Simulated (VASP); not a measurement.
# EuMn (Pm-3m) in VASP: notebook

Runs on EuMn. Level: PBE+U. Tasks: single point.

Everything below comes from runs of VASP 6.6.1. Logs are shortened: lines on timing, memory, paths and dates and some standing lists are left out, and cuts for length are marked.

## (1) The cell of the first run

It takes space group Pm-3m (No. 221, cubic). The conventional cell has a = 3.760 Å, b = 3.760 Å, c = 3.760 Å, α = 90.00°, β = 90.00°, γ = 90.00°. Eu (site symmetry m-3m) has 8 Mn at 3.26 Å and 6 Eu at 3.76 Å within 4.3 Å. Within 4.3 Å of Mn (site symmetry m-3m) lie 8 Eu at 3.26 Å and 6 Mn at 3.76 Å.

## (2) Single point, PBE+U, collinear spin, ferrimagnetic start

INCAR reads:

```
PREC = Accurate ; ENCUT = 520
EDIFF = 1E-6 ; ISMEAR = 0
SIGMA = 0.05 ; LREAL = F
LASPH = T ; NELM = 150
ALGO = Normal ; ISIF = 2
LWAVE = F ; LCHARG = T
ISPIN = 2 ; MAGMOM = 7.77 -4.35
LORBIT = 11 ; LMAXMIX = 6
LDAU = T ; LDAUTYPE = 2
LDAUL = 3 -1 ; LDAUU = 2 0
LDAUJ = 0 0 ; LDAUPRINT = 1
GGA = PE ; LELF = T
LVHAR = T ; NBANDS = 26
```

KPOINTS reads:

```
regular mesh
0
Gamma
  8 8 8
```

POSCAR reads:

```
EuMn
1.0
    3.7595588182      0.0000000000      0.0000000000
    0.0000000000      3.7595588182      0.0000000000
    0.0000000000      0.0000000000      3.7595588182
Eu Mn
1 1
Direct
    0.0000000000      0.0000000000      0.0000000000
    0.5000000000      0.5000000000      0.5000000000
```

Potentials or basis: VASP PAW PBE potentials, release 64 (Eu, Mn_pv).

The run is started by

```bash
$ cat potpaw_PBE.64/Eu/POTCAR potpaw_PBE.64/Mn_pv/POTCAR > POTCAR
$ mpirun -np 1 vasp_std > vasp.out
```

OUTCAR:

```text
PREC = Accurate
   ENCUT = 520
   EDIFF = 1E-6
   ISMEAR = 0
   LREAL = F
   LASPH = T
   NELM = 150
   ISIF = 2
   ISPIN = 2
   LORBIT = 11
   GGA = PE

 ion  position               nearest neighbor table
   1  0.000  0.000  0.000-   2 3.26   2 3.26   2 3.26   2 3.26   2 3.26   2 3.26   2 3.26   2 3.26

   2  0.500  0.500  0.500-   1 3.26   1 3.26   1 3.26   1 3.26   1 3.26   1 3.26   1 3.26   1 3.26

  LATTYP: Found a simple cubic cell.
 ALAT       =     3.7595588182

  Lattice vectors:

 A1 = (   3.7595588182,   0.0000000000,   0.0000000000)
 A2 = (   0.0000000000,   3.7595588182,   0.0000000000)
 A3 = (   0.0000000000,   0.0000000000,   3.7595588182)

Analysis of symmetry for initial positions (statically):
=====================================================================
 Subroutine PRICEL returns:
 Original cell was already a primitive cell.

 Routine SETGRP: Setting up the symmetry group for a
 simple cubic supercell.

 Subroutine GETGRP returns: Found 48 space group operations
 (whereof 48 operations were pure point group operations)
 out of a pool of 48 trial point group operations.

The static configuration has the point symmetry O_h .

Analysis of symmetry for dynamics (positions and initial velocities):
=====================================================================
 Subroutine PRICEL returns:
 Original cell was already a primitive cell.

 Routine SETGRP: Setting up the symmetry group for a
 simple cubic supercell.

 Subroutine GETGRP returns: Found 48 space group operations
 (whereof 48 operations were pure point group operations)
 out of a pool of 48 trial point group operations.

The dynamic configuration has the point symmetry O_h .

Analysis of structural, dynamic, and magnetic symmetry:
=====================================================================
 Subroutine PRICEL returns:
 Original cell was already a primitive cell.

 Routine SETGRP: Setting up the symmetry group for a
 simple cubic supercell.

 Subroutine GETGRP returns: Found 48 space group operations
 (whereof 48 operations were pure point group operations)
 out of a pool of 48 trial point group operations.

The overall configuration has the point symmetry O_h .

 Subroutine INISYM returns: Found 48 space group operations
 (whereof 48 operations are pure point group operations),
 and found     1 'primitive' translations

----------------------------------------------------------------------------------------

                                     Primitive cell

  volume of cell :      53.1387

  direct lattice vectors                    reciprocal lattice vectors
     3.759558818  0.000000000  0.000000000     0.265988657  0.000000000  0.000000000
     0.000000000  3.759558818  0.000000000     0.000000000  0.265988657  0.000000000
     0.000000000  0.000000000  3.759558818     0.000000000  0.000000000  0.265988657

  length of vectors
[... 110 lines left out ...]
   J (eV)           for each species LDAUJ =   0.0  0.0
   GGA     = PE    functional components
   LHFCALC =     F    Hartree Fock is set to
   AEXX    =    0.0000 exact exchange contribution
   IVDW    =     0    specifies the selected vdW correction
   LEPSILON=     F    determine dielectric tensor
   LRPA    =     F    only Hartree local field effects (RPA)
 spin polarized calculation
 Gauss-broadening in eV      SIGMA  =   0.05
  energy-cutoff  :      520.00
  volume of cell :       53.14
 maximum number of plane-waves:      1472
 NGX is ok and might be reduce to    28
   NGX = 13   NGY = 13   NGZ = 13

atom =   1  type =  1  l = 3

 onsite density matrix

spin component  1

  0.9469 -0.0000  0.0139 -0.0000  0.0000  0.0000  0.0000
 -0.0000  0.9556  0.0000 -0.0000 -0.0000  0.0000  0.0000
  0.0139  0.0000  0.9397 -0.0000  0.0000  0.0000  0.0000
 -0.0000 -0.0000 -0.0000  0.9577 -0.0000 -0.0000 -0.0000
  0.0000 -0.0000  0.0000 -0.0000  0.9397 -0.0000 -0.0139
  0.0000  0.0000  0.0000 -0.0000 -0.0000  0.9289  0.0000
  0.0000  0.0000  0.0000 -0.0000 -0.0139  0.0000  0.9469

spin component  2

  0.0009  0.0000 -0.0001  0.0000 -0.0000 -0.0000 -0.0000
  0.0000  0.0017 -0.0000  0.0000  0.0000 -0.0000 -0.0000
 -0.0001 -0.0000  0.0009  0.0000  0.0000 -0.0000 -0.0000
  0.0000  0.0000  0.0000  0.0008  0.0000 -0.0000  0.0000
 -0.0000  0.0000  0.0000  0.0000  0.0009  0.0000  0.0001
 -0.0000 -0.0000 -0.0000 -0.0000  0.0000  0.0010 -0.0000
 -0.0000 -0.0000 -0.0000  0.0000  0.0001 -0.0000  0.0009

 occupancies and eigenvectors

  o =  0.0008  v =  0.0000  0.0000  0.0000  0.0000  0.0000  0.0000  0.0000  0.0026  0.0000  0.0020 -1.0000 -0.0007 -0.0000  0.0009      0.0000  0.0000  0.0000  0.0000  0.0000  0.0000  0.0000  0.0000  0.0000  0.0000  0.0000  0.0000  0.0000  0.0000
  o =  0.0008  v =  0.0000  0.0000  0.0000  0.0000  0.0000  0.0000  0.0000 -0.0123  0.0000 -0.0095 -0.0012  0.6123 -0.0000 -0.7905      0.0000  0.0000  0.0000  0.0000  0.0000  0.0000  0.0000  0.0000  0.0000  0.0000  0.0000  0.0000  0.0000  0.0000
  o =  0.0008  v =  0.0000  0.0000  0.0000  0.0000  0.0000  0.0000  0.0000  0.7905 -0.0000  0.6123  0.0033  0.0095  0.0000 -0.0123      0.0000  0.0000  0.0000  0.0000  0.0000  0.0000  0.0000  0.0000  0.0000  0.0000  0.0000  0.0000  0.0000  0.0000
  o =  0.0010  v =  0.0000  0.0000  0.0000  0.0000  0.0000  0.0000  0.0000 -0.0020  0.0000  0.0026 -0.0000 -0.7906  0.0007 -0.6124      0.0000  0.0000  0.0000  0.0000  0.0000  0.0000  0.0000  0.0000  0.0000  0.0000  0.0000  0.0000  0.0000  0.0000
  o =  0.0010  v =  0.0000  0.0000  0.0000  0.0000  0.0000  0.0000  0.0000 -0.6124  0.0000  0.7906  0.0000  0.0026  0.0002  0.0020      0.0000  0.0000  0.0000  0.0000  0.0000  0.0000  0.0000  0.0000  0.0000  0.0000  0.0000  0.0000  0.0000  0.0000
  o =  0.0010  v =  0.0000  0.0000  0.0000  0.0000  0.0000  0.0000  0.0000 -0.0001 -0.0000  0.0002  0.0000 -0.0006 -1.0000 -0.0004      0.0000  0.0000  0.0000  0.0000  0.0000  0.0000  0.0000  0.0000  0.0000  0.0000  0.0000  0.0000  0.0000  0.0000
  o =  0.0017  v =  0.0000  0.0000  0.0000  0.0000  0.0000  0.0000  0.0000 -0.0000 -1.0000  0.0000  0.0000 -0.0000  0.0000  0.0000      0.0000  0.0000  0.0000  0.0000  0.0000  0.0000  0.0000  0.0000  0.0000  0.0000  0.0000  0.0000  0.0000  0.0000
  o =  0.9289  v = -0.0000 -0.0000  0.0001  0.0000 -0.0307  0.9992 -0.0238  0.0000  0.0000  0.0000  0.0000  0.0000  0.0000  0.0000      0.0000  0.0000  0.0000  0.0000  0.0000  0.0000  0.0000  0.0000  0.0000  0.0000  0.0000  0.0000  0.0000  0.0000
  o =  0.9289  v = -0.0003  0.0000  0.0004  0.0000  0.7900  0.0389  0.6119  0.0000  0.0000  0.0000  0.0000  0.0000  0.0000  0.0000      0.0000  0.0000  0.0000  0.0000  0.0000  0.0000  0.0000  0.0000  0.0000  0.0000  0.0000  0.0000  0.0000  0.0000
  o =  0.9289  v = -0.6124 -0.0000  0.7906  0.0000 -0.0004 -0.0001 -0.0003  0.0000  0.0000  0.0000  0.0000  0.0000  0.0000  0.0000      0.0000  0.0000  0.0000  0.0000  0.0000  0.0000  0.0000  0.0000  0.0000  0.0000  0.0000  0.0000  0.0000  0.0000
  o =  0.9556  v = -0.0000  1.0000 -0.0000  0.0000  0.0000  0.0000 -0.0000  0.0000  0.0000  0.0000  0.0000  0.0000  0.0000  0.0000      0.0000  0.0000  0.0000  0.0000  0.0000  0.0000  0.0000  0.0000  0.0000  0.0000  0.0000  0.0000  0.0000  0.0000
  o =  0.9577  v =  0.0008 -0.0000  0.0006  0.9790  0.1249 -0.0000 -0.1613  0.0000  0.0000  0.0000  0.0000  0.0000  0.0000  0.0000      0.0000  0.0000  0.0000  0.0000  0.0000  0.0000  0.0000  0.0000  0.0000  0.0000  0.0000  0.0000  0.0000  0.0000
  o =  0.9577  v =  0.0007 -0.0000  0.0005 -0.2040  0.5995 -0.0000 -0.7739  0.0000  0.0000  0.0000  0.0000  0.0000  0.0000  0.0000      0.0000  0.0000  0.0000  0.0000  0.0000  0.0000  0.0000  0.0000  0.0000  0.0000  0.0000  0.0000  0.0000  0.0000
  o =  0.9577  v =  0.7906  0.0000  0.6124 -0.0008 -0.0007  0.0000  0.0009  0.0000  0.0000  0.0000  0.0000  0.0000  0.0000  0.0000      0.0000  0.0000  0.0000  0.0000  0.0000  0.0000  0.0000  0.0000  0.0000  0.0000  0.0000  0.0000  0.0000  0.0000

 number of electron      30.0000034 magnetization       3.4090387

 Free energy of the ion-electron system (eV)
  ---------------------------------------------------
  ext. energy  EPLUGINS =         0.00000000
  ---------------------------------------------------
  free energy    TOTEN  =       -19.37755136 eV

  energy without entropy =      -19.37367874  energy(sigma->0) =      -19.37561505

 E-fermi :   3.6569     XC(G=0): -10.0769

 val. band max:        3.6557103020   @ k =   0.3750   0.2500   0.1250
 cond. band min:       3.6610638764   @ k =   0.3750   0.1250   0.1250
 fundamental gap:      0.0053535744
 Fermi energy:         3.6569105293

 spin component 1

 k-point     1 :       0.0000    0.0000    0.0000
  band No.  band energies     occupation
      1     -42.3907      1.00000
      2     -42.3907      1.00000
      3     -42.3907      1.00000
      4     -37.2561      1.00000
      5     -15.9180      1.00000
      6     -15.9180      1.00000
[... 1385 lines left out ...]
     25       9.8298      0.00000
     26      11.4101      0.00000

 [... further k-points ...]
[... 5 lines left out ...]
  --------------------------------------------------------------------------------------
  -------------------------------------------------------------------------------------
  Total       -0.5415883     -0.5415883     -0.5415883      0.0000000     -0.0000000      0.0000000
  in kB      -16.3293609    -16.3293609    -16.3293609      0.0000000     -0.0000000      0.0000000
  external PRESSURE =     -16.3293609 kB  Pullay stress =       0.0000000 kB

 VOLUME and BASIS-vectors are now :
 -----------------------------------------------------------------------------
  energy-cutoff  :      520.00
  volume of cell :       53.14
      direct lattice vectors                 reciprocal lattice vectors
     3.759558818  0.000000000  0.000000000     0.265988657  0.000000000  0.000000000
     0.000000000  3.759558818  0.000000000     0.000000000  0.265988657  0.000000000
     0.000000000  0.000000000  3.759558818     0.000000000  0.000000000  0.265988657

 POSITION                                       TOTAL-FORCE (eV/Angst)
 -----------------------------------------------------------------------------------
      0.00000      0.00000      0.00000         0.000000      0.000000      0.000000
      1.87978      1.87978      1.87978         0.000000      0.000000      0.000000
 -----------------------------------------------------------------------------------
    total drift:                                0.000000      0.000000      0.000000

  FREE ENERGIE OF THE ION-ELECTRON SYSTEM (eV)
  ---------------------------------------------------
  free  energy   TOTEN  =       -19.3775513633 eV

  energy  without entropy=      -19.3736787420  energy(sigma->0) =      -19.37561505

 total charge

# of ion       s       p       d       f       tot
--------------------------------------------------
    1        2.072   5.717   0.403   6.615  14.808
    2        0.373   6.102   4.927   0.000  11.401
--------------------------------------------------
tot          2.445  11.819   5.329   6.615  26.209

 magnetization (x)

# of ion       s       p       d       f       tot
--------------------------------------------------
    1        0.011  -0.105   0.194   6.601   6.702
    2       -0.068   0.025  -3.792   0.000  -3.836
--------------------------------------------------
tot         -0.057  -0.080  -3.598   6.601   2.866
```

Run time: 3.1 min. Hardware: 1 thread of Oxide Virtual Turin-like, shared host; peak memory 0.21 GiB.

What came out:

| Quantity | Value |
| --- | --- |
| Free energy | -19.3776 eV |
| Pressure | -1.6 GPa |
| Net moment | 3.41 μB per cell |
| Site moments | Eu +6.70; Mn -3.84 μB |
| Valence electrons inside the program's atomic spheres | Eu 14.81; Mn 11.40 |

Eigenvalues of the final occupation matrices:
```
    site  spin  trace                         eigenvalues
site 1 f     1   6.62  0.93 0.93 0.93 0.96 0.96 0.96 0.96
site 1 f     2   0.01  0.00 0.00 0.00 0.00 0.00 0.00 0.00
```

Caveat: spin-orbit coupling is left out, which moves the levels of the heavy elements.

(Part 1 of 2 ends here.)
